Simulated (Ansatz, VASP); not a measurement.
**One calculation of CaO, two programs**

File INCAR:

```
  PREC = Accurate
  ENCUT = 520
  EDIFF = 1E-7
  ISMEAR = -1
  SIGMA = 0.02
  LREAL = F
  LASPH = T
  NELM = 60
  ALGO = Normal
  ISIF = 2
  LWAVE = F
  LCHARG = F
  GGA = PE
  NBANDS = 15
```

Contents of KPOINTS:

```
Automatic mesh
0
Gamma
  10 10 10
```

File POSCAR:

```
CaO
1.0
    0.0000000000      2.3975502232      2.3076420899
    2.3975502232      0.0000000000      2.3076420899
    2.3975502232      2.3975502232      0.0000000000
Ca O
1 1
Direct
    0.0000000000      0.0000000000      0.0000000000
    0.5000000000      0.5000000000      0.5000000000
```

Input for Ansatz:

```yaml
crystal:
  lattice:
    - [0.0, 2.3975502232, 2.3076420899]
    - [2.3975502232, 0.0, 2.3076420899]
    - [2.3975502232, 2.3975502232, 0.0]
  atoms:
    - { symbol: Ca, position: [0.0, 0.0, 0.0] }
    - { symbol: O, position: [0.5, 0.5, 0.5] }
kpoints:
  mp_grid: { grid: [10, 10, 10] }
  band_path:
    path:
      - [0.0, 0.0, 0.0]
      - [0.5, 0.0, 0.5]
      - [0.625, 0.25, 0.625]
      - [0.375, 0.375, 0.75]
      - [0.5, 0.5, 0.5]
      - [0.5, 0.25, 0.75]
    npoints: 1
hamiltonian:
  xc: pbe
scf:
  occupations: { method: fermi_dirac, width: 0.02 }
  n_extra_bands: 4
output:
  forces: true
  stress: true
  eigenvalues: true
  write_density: true
  write_potential: true
  elf: true
  volumetric_format: npy
```

Change from the starting cell: uniaxial_z strain -3.8%.

Alike in both runs: task single point; functional PBE; k mesh 10 × 10 × 10; occupations fermi-dirac, width 0.02 eV; no spin polarisation.

|  | VASP | Ansatz |
| --- | --- | --- |
| version | VASP 6.6.1 | Ansatz 0.2.0 |
| potentials or method | VASP PAW PBE potentials, release 64 (Ca_sv, O) | plane waves, PAW |
| plane-wave cutoff (eV) | 520 | 420 |
| valence electrons in the cell | 16 | 16 |

|  | VASP | Ansatz | Ansatz less VASP |
| --- | --- | --- | --- |
| gap on the k mesh at the Fermi level (eV) | 3.45 | 3.48 | +0.025 |
| pressure (GPa) | 8.4 | 7.7 | -0.74 |
| traceless stress, the component that is largest in VASP (GPa) | 5.69 | 5.47 | -0.224 |

With one functional, cell and mesh, what is left measures potentials, basis and numerics.
